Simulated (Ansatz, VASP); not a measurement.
One calculation of Cu, two programs

```xyz
5
Lattice="2.4874 0.0000 0.0000 -1.2437 2.1541 0.0000 0.0000 0.0000 24.1237" Properties=species:S:1:pos:R:3 pbc="T T T"
Cu    1.8655    0.3590    8.0237
Cu   -0.6218    1.7951   10.0324
Cu    0.6218    1.0771   12.0618
Cu    1.8655    0.3590   14.0913
Cu   -0.6218    1.7951   16.1000
```

Alike in both runs: functional LDA; k mesh 19 × 19 × 1; occupations fermi-dirac, width 0.05 eV; no spin polarisation.

Ansatz relaxed the structure, and its values are those at the end. VASP's run is a single point on that final structure, the one shown.

```csv
,VASP,Ansatz
version,VASP 6.6.1,Ansatz 0.2.0
potentials or method,"VASP PAW LDA potentials, release 64 (Cu)","PAW with Ansatz's default frozen-core files, scalar-relativistic"
plane-wave cutoff (eV),520,420
valence electrons in the cell,55,95
```

```csv
,VASP,Ansatz,Ansatz less VASP
rms of the force components (eV/Å),0.011,0.001,-0.0100
```

LDA's correlation is that of Perdew and Zunger in VASP and of Perdew and Wang (1992) in Ansatz. VASP's potentials hold 55 valence electrons a cell and Ansatz's 95, so a difference there can come from the potentials and not from the codes. Ansatz's warnings: stress scf threshold loose.
